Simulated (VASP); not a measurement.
# Si4O (I-43m) in VASP: further runs, part 2 of 2

VASP 6.6.1. The steps go on from the part before.

### 3 Single point, PBE

This run uses another cell than the first one, of 17.57 Å³/atom, 1.134 times its volume.

Input file INCAR:

```
PREC = Accurate
ENCUT = 520
EDIFF = 1E-6
ISMEAR = 0
SIGMA = 0.1
LREAL = F
LASPH = T
NELM = 60
ALGO = Normal
ISIF = 2
LWAVE = F
LCHARG = F
GGA = PE
NBANDS = 19
```

Input file KPOINTS:

```
regular mesh
0
Gamma
  4 4 4
```

Input file POSCAR:

```
Si4O
1.0
   -2.8002321900      2.8002321900      2.8002321900
    2.8002321900     -2.8002321900      2.8002321900
    2.8002321900      2.8002321900     -2.8002321900
Si O
4 1
Direct
    0.3495999900      0.3495999900      0.3495999900
    0.6504000100      0.0000000000      0.0000000000
    0.0000000000      0.0000000000      0.6504000100
    0.0000000000      0.6504000100      0.0000000000
    0.0000000000      0.0000000000      0.0000000000
```

Potentials or basis: VASP PAW PBE potentials, release 64 (Si, O).

Run with:

```
$ cat potpaw_PBE.64/Si/POTCAR potpaw_PBE.64/O/POTCAR > POTCAR
$ mpirun -np 1 vasp_std > vasp.out
```

OUTCAR:

```text
PREC = Accurate
   ENCUT = 520
   EDIFF = 1E-6
   ISMEAR = 0
   LREAL = F
   LASPH = T
   NELM = 60
   ISIF = 2
   GGA = PE

 ion  position               nearest neighbor table
   1  0.350  0.350  0.350-   5 1.70   3 2.77   4 2.77   2 2.77   3 3.04   4 3.04   3 3.04   4 3.04
                             2 3.04   2 3.04
   2  0.650  0.000  0.000-   5 1.70   3 2.77   4 2.77   1 2.77   4 3.04   3 3.04   1 3.04   1 3.04
                             3 3.04   4 3.04
   3  0.000  0.000  0.650-   5 1.70   2 2.77   4 2.77   1 2.77   4 3.04   2 3.04   1 3.04   2 3.04
                             4 3.04   1 3.04
   4  0.000  0.650  0.000-   5 1.70   2 2.77   3 2.77   1 2.77   2 3.04   3 3.04   1 3.04   2 3.04
                             3 3.04   1 3.04
   5  0.000  0.000  0.000-   1 1.70   2 1.70   3 1.70   4 1.70

  LATTYP: Found a body centered cubic cell.
 ALAT       =     5.6004643800

  Lattice vectors:

 A1 = (  -2.8002321900,   2.8002321900,   2.8002321900)
 A2 = (   2.8002321900,  -2.8002321900,   2.8002321900)
 A3 = (   2.8002321900,   2.8002321900,  -2.8002321900)

Analysis of symmetry for initial positions (statically):
=====================================================================
 Subroutine PRICEL returns:
 Original cell was already a primitive cell.

 Routine SETGRP: Setting up the symmetry group for a
 body centered cubic supercell.

 Subroutine GETGRP returns: Found 24 space group operations
 (whereof 24 operations were pure point group operations)
 out of a pool of 48 trial point group operations.

The static configuration has the point symmetry T_d .

Analysis of symmetry for dynamics (positions and initial velocities):
=====================================================================
 Subroutine PRICEL returns:
 Original cell was already a primitive cell.

 Routine SETGRP: Setting up the symmetry group for a
 body centered cubic supercell.

 Subroutine GETGRP returns: Found 24 space group operations
 (whereof 24 operations were pure point group operations)
 out of a pool of 48 trial point group operations.

The dynamic configuration has the point symmetry T_d .

 Subroutine INISYM returns: Found 24 space group operations
 (whereof 24 operations are pure point group operations),
 and found     1 'primitive' translations

----------------------------------------------------------------------------------------

                                     Primitive cell

  volume of cell :      87.8298

  direct lattice vectors                    reciprocal lattice vectors
    -2.800232190  2.800232190  2.800232190     0.000000000  0.178556622  0.178556622
     2.800232190 -2.800232190  2.800232190     0.178556622  0.000000000  0.178556622
     2.800232190  2.800232190 -2.800232190     0.178556622  0.178556622  0.000000000

  length of vectors
     4.850144426  4.850144426  4.850144426     0.252517196  0.252517196  0.252517196

  position of ions in fractional coordinates (direct lattice)
     0.349599990  0.349599990  0.349599990
     0.650400010  0.000000000  0.000000000
     0.000000000  0.000000000  0.650400010
     0.000000000  0.650400010  0.000000000
     0.000000000  0.000000000  0.000000000

  ion indices of the primitive-cell ions
   primitive index   ion index
                 1           1
[... 31 lines left out ...]
 Following reciprocal coordinates:
            Coordinates               Weight
  0.000000  0.000000  0.000000      1.000000
  0.250000  0.000000  0.000000     12.000000
  0.500000  0.000000  0.000000      6.000000
  0.250000  0.250000  0.000000     24.000000
  0.250000  0.250000  0.250000      2.000000
 -0.250000  0.250000  0.250000      6.000000
  0.500000  0.500000  0.250000     12.000000
  0.500000  0.500000  0.500000      1.000000
   k-points           NKPTS =      8   k-points in BZ     NKDIM =      8   number of bands    NBANDS=     19
   number of dos      NEDOS =    301   number of ions     NIONS =      5
   total plane-waves  NPLWV =  46656
   dimension x,y,z NGX =    36 NGY =   36 NGZ =   36
   dimension x,y,z NGXF=    72 NGYF=   72 NGZF=   72
   ions per type =               4   1
   NGX,Y,Z   is equivalent  to a cutoff of  12.34, 12.34, 12.34 a.u.
   NGXF,Y,Z  is equivalent  to a cutoff of  24.68, 24.68, 24.68 a.u.
 SYSTEM =  unknown system
   PREC   = accura    normal or accurate (medium, high low for compatibility)
   ISTART =      0    job   : 0-new  1-cont  2-samecut
   ICHARG =      2    charge: 1-file 2-atom 10-const
   ISPIN  =      1    spin polarized calculation?
   LNONCOLLINEAR =      F non collinear calculations
   LSORBIT =      F    spin-orbit coupling
   LASPH  =      T    aspherical Exc in radial PAW
   ENCUT  =  520.0 eV  38.22 Ry    6.18 a.u.   9.02  9.02  9.02*2*pi/ulx,y,z
   NELM   =     60;   NELMIN=  2; NELMDL= -5     # of ELM steps
   EDIFF  = 0.1E-05   stopping-criterion for ELM
   LREAL  =      F    real-space projection
   EDIFFG = 0.1E-04   stopping-criterion for IOM
   NSW    =      0    number of steps for IOM
   IBRION =     -1    ionic relax: 0-MD 1-quasi-New 2-CG
   NFREE  =      0    steps in history (QN), initial steepest desc. (CG)
   ISIF   =      2    stress and relaxation
   ISYM   =      2    0-nonsym 1-usesym 2-fastsym
   POTIM  = 0.5000    time-step for ionic-motion
   TEBEG  =    0.0;   TEEND  =   0.0 temperature during run
   PSTRESS=    0.0 pullay stress
   NELECT =      22.0000    total number of electrons
   NUPDOWN=      -1.0000    fix difference up-down
   EMIN   =  10.00;   EMAX   =-10.00  energy-range for DOS
   EFERMI =   0.00;   METHOD = LEGACY
   ISMEAR =     0;   SIGMA  =   0.10  broadening in eV -4-tet -1-fermi 0-gaus
   EFERMI_NEDOS =   21; number of points for ismear=-14 and -15
   IALGO  =     38    algorithm
   IMIX   =      4    mixing-type and parameters
     AMIX     =   0.40;   BMIX     =  1.00
     AMIX_MAG =   1.60;   BMIX_MAG =  1.00
  volume/ion in A,a.u.               =      17.57       118.54
  Fermi-wavevector in a.u.,A,eV,Ry     =   1.031973  1.950146 14.489774  1.064968
  Thomas-Fermi vector in A             =   2.166148
   LORBIT       =      0    0 simple, 1 ext, 2 COOP (PROOUT), +10 PAW based schemes
   GGA     = PE    functional components
   LHFCALC =     F    Hartree Fock is set to
   AEXX    =    0.0000 exact exchange contribution
   IVDW    =     0    specifies the selected vdW correction
   LEPSILON=     F    determine dielectric tensor
   LRPA    =     F    only Hartree local field effects (RPA)
 non-spin polarized calculation
 Gauss-broadening in eV      SIGMA  =   0.10
  energy-cutoff  :      520.00
  volume of cell :       87.83
 maximum number of plane-waves:      2382
   NGX = 19   NGY = 19   NGZ = 19

 number of electron      22.0000005 magnetization

 Free energy of the ion-electron system (eV)
  ---------------------------------------------------
  ext. energy  EPLUGINS =         0.00000000
  ---------------------------------------------------
  free energy    TOTEN  =       -21.54875608 eV

  energy without entropy =      -21.52061691  energy(sigma->0) =      -21.53468650

 E-fermi :   6.4937     XC(G=0):  -9.8189

 val. band max:        6.4512129866   @ k =   0.5000   0.5000   0.2500
 cond. band min:       6.5084577981   @ k =  -0.2500   0.2500   0.2500
 fundamental gap:      0.0572448115
 Fermi energy:         6.4937208602

 k-point     1 :       0.0000    0.0000    0.0000
  band No.  band energies     occupation
      1     -19.5268      2.00000
      2      -5.8882      2.00000
      3      -5.8882      2.00000
      4      -5.8882      2.00000
      5      -3.2820      2.00000
      6       2.3844      2.00000
[... 153 lines left out ...]
      6       1.1110      2.00000
[... 11 lines left out ...]
     18      13.1130      0.00000
     19      13.1130      0.00000

------------------------ aborting loop because EDIFF is reached ----------------------------------------

  FORCE on cell =-STRESS in cart. coord.  units (eV):
  Direction    XX          YY          ZZ          XY          YZ          ZX
  --------------------------------------------------------------------------------------
  -------------------------------------------------------------------------------------
  Total        5.4445322      5.4445322      5.4445322      0.0000000      0.0000000     -0.0000000
  in kB       99.3182440     99.3182440     99.3182440      0.0000000      0.0000000     -0.0000000
  external PRESSURE =      99.3182440 kB  Pullay stress =       0.0000000 kB

 VOLUME and BASIS-vectors are now :
 -----------------------------------------------------------------------------
  energy-cutoff  :      520.00
  volume of cell :       87.83
      direct lattice vectors                 reciprocal lattice vectors
    -2.800232190  2.800232190  2.800232190     0.000000000  0.178556622  0.178556622
     2.800232190 -2.800232190  2.800232190     0.178556622  0.000000000  0.178556622
     2.800232190  2.800232190 -2.800232190     0.178556622  0.178556622  0.000000000

 POSITION                                       TOTAL-FORCE (eV/Angst)
 -----------------------------------------------------------------------------------
      0.97896      0.97896      0.97896         3.005526      3.005526      3.005526
     -1.82127      1.82127      1.82127         3.005526     -3.005526     -3.005526
      1.82127      1.82127     -1.82127        -3.005526     -3.005526      3.005526
      1.82127     -1.82127      1.82127        -3.005526      3.005526     -3.005526
      0.00000      0.00000      0.00000         0.000000     -0.000000      0.000000
 -----------------------------------------------------------------------------------
    total drift:                               -0.000002     -0.000002     -0.000005

  FREE ENERGIE OF THE ION-ELECTRON SYSTEM (eV)
  ---------------------------------------------------
  free  energy   TOTEN  =       -21.5487560849 eV

  energy  without entropy=      -21.5206169070  energy(sigma->0) =      -21.53468650
```

OSZICAR:

```text
N       E                     dE             d eps       ncg     rms          rms(c)
DAV:   1     0.678134475068E+02    0.67813E+02   -0.90633E+03   304   0.992E+02
DAV:   2    -0.171274213755E+02   -0.84941E+02   -0.82301E+02   427   0.165E+02
DAV:   3    -0.227774462846E+02   -0.56500E+01   -0.55951E+01   394   0.405E+01
DAV:   4    -0.228412429500E+02   -0.63797E-01   -0.63588E-01   373   0.512E+00
DAV:   5    -0.228419310790E+02   -0.68813E-03   -0.68809E-03   380   0.534E-01    0.105E+01
DAV:   6    -0.215803215221E+02    0.12616E+01   -0.62798E+00   334   0.179E+01    0.579E+00
DAV:   7    -0.215551810933E+02    0.25140E-01   -0.29312E-01   322   0.390E+00    0.230E+00
DAV:   8    -0.215504827599E+02    0.46983E-02   -0.97092E-02   367   0.167E+00    0.693E-01
DAV:   9    -0.215486385628E+02    0.18442E-02   -0.15357E-02   399   0.956E-01    0.121E-01
DAV:  10    -0.215487414640E+02   -0.10290E-03   -0.13579E-03   340   0.259E-01    0.896E-02
DAV:  11    -0.215487561173E+02   -0.14653E-04   -0.10108E-04   351   0.588E-02    0.372E-02
DAV:  12    -0.215487578310E+02   -0.17137E-05   -0.60309E-06   367   0.175E-02    0.139E-02
DAV:  13    -0.215487559523E+02    0.18787E-05   -0.82725E-06   350   0.221E-02    0.359E-03
DAV:  14    -0.215487560849E+02   -0.13257E-06   -0.10755E-06   187   0.722E-03
   1 F= -.21548756E+02 E0= -.21534686E+02  d E =-.281392E-01
```

It took 8.4 s on 1 thread of Intel Xeon Platinum 8488C (Sapphire Rapids), shared host; peak memory 0.19 GiB.

Results:

| Item | Value |
| --- | --- |
| Free energy | -21.5488 eV |
| Pressure | 9.9 GPa |
| Largest force | 5.206 eV/Å |
| Band gap on the k mesh | zero (band 11 reaches 7.98 eV, above the bottom of band 12 at 6.23 eV) |

Forces in eV/Å, atoms in the order of the input:
```
Si   3.006  3.006  3.006
Si   3.006 -3.006 -3.006
Si  -3.006 -3.006  3.006
Si  -3.006  3.006 -3.006
O    0.000  0.000  0.000
```

Levels at points of the mesh, in eV from the Fermi level:
| k point | band 7 | band 8 | band 9 | band 10 | band 11 | band 12 | band 13 | band 14 | band 15 | band 16 |
| --- | --- | --- | --- | --- | --- | --- | --- | --- | --- | --- |
| (0.00, 0.00, 0.00) | -4.11 | -4.11 | -0.95 | -0.95 | -0.95 | 0.07 | 0.07 | 0.15 | 0.15 | 0.15 |
| (0.50, 0.00, 0.00) | -5.10 | -3.63 | -2.38 | -1.42 | -0.79 | 0.50 | 1.15 | 2.16 | 2.40 | 2.90 |
| (0.50, 0.50, 0.50) | -5.38 | -4.59 | -4.59 | -3.35 | 0.28 | 0.35 | 0.35 | 0.35 | 5.64 | 5.64 |

Caveat: the k points lie up to 0.40 Å⁻¹ apart; forces of over 1 eV/Å act on the atoms, so gaps and moduli don't describe the material at rest.
